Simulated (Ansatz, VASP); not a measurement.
**O: VASP beside Ansatz**

Contents of INCAR:

```
ALGO     = Normal         # electronic algorithm
EDIFF    = 1E-8           # SCF threshold, eV
ENCUT    = 520            # plane-wave cutoff, eV
GGA      = PS             # functional
ISIF     = 2              # what is computed and relaxed
ISMEAR   = -1             # smearing method
LASPH    = True           # aspherical terms in the spheres
LCHARG   = False          # write CHGCAR
LEFG     = True         
LREAL    = False          # projectors in reciprocal space
LWAVE    = False          # write WAVECAR
NBANDS   = 20             # bands
NELM     = 100            # most SCF steps
PREC     = Accurate       # precision mode
SIGMA    = 0.03           # smearing width, eV
```

The input KPOINTS:

```
k-points
0
Gamma
  13 13 5
```

POSCAR

```
O
1.0
    2.6112279706      0.0000000000      0.0000000000
   -1.3056139853      2.2613897576      0.0000000000
    0.0000000000      0.0000000000      6.7039543074
O
4
Direct
    0.3333333333      0.6666666667      0.1610000000
    0.6666666667      0.3333333333      0.6610000000
    0.3333333333      0.6666666667      0.3390000000
    0.6666666667      0.3333333333      0.8390000000
```

Input for Ansatz:

```yaml
crystal:
  lattice:
    - [2.6112279706, 0.0, 0.0]
    - [-1.3056139853, 2.2613897576, 0.0]
    - [0.0, 0.0, 6.7039543074]
  atoms:
    - { symbol: O, position: [0.3333333333, 0.6666666667, 0.161] }
    - { symbol: O, position: [0.6666666667, 0.3333333333, 0.661] }
    - { symbol: O, position: [0.3333333333, 0.6666666667, 0.339] }
    - { symbol: O, position: [0.6666666667, 0.3333333333, 0.839] }
kpoints:
  mp_grid: { grid: [13, 13, 5] }
scf:
  occupations: { method: fermi_dirac, width: 0.03 }
hamiltonian:
  xc: pbesol
  pseudopotentials: { kind: all_electron, datasets: crystal }
output:
  forces: true
  stress: true
  eigenvalues: true
  efg: { contact_densities: true }
```

Change from the starting cell: volume scaled by 1.06, crystal datasets.

Alike in both runs: task electric field gradients; functional PBEsol; k mesh 13 × 13 × 5; occupations fermi-dirac, width 0.03 eV; no spin polarisation.

|  | VASP | Ansatz |
| --- | --- | --- |
| version | VASP 6.6.1 | Ansatz 0.2.0 |
| potentials or method | VASP PAW PBE potentials, release 64 (O), cutoff 520 eV | all-electron PAW with datasets made for the crystal, scalar-relativistic |

|  | VASP | Ansatz | Ansatz less VASP |
| --- | --- | --- | --- |
| pressure (GPa) | 6.7 | 2.3 | -4.40 |
| traceless stress, the component that is largest in VASP (GPa) | 27.76 | 18.03 | -9.724 |
| rms of the force components (eV/Å) | 1.374 | 0.492 | -0.8820 |
| size of Vzz on the site where it differs most (V/Å²) | 117.8 | 110.8 | -6.93 |

VASP's potentials were made for PBE, not for PBEsol. Atom by atom the forces differ by 0.882 eV/Å (rms over components). Ansatz ran all-electron here, and VASP with PAW potentials.

Noted on VASP's run: the standard files for N, O and F lose accuracy on very short bonds; spin is off for a triplet molecule.
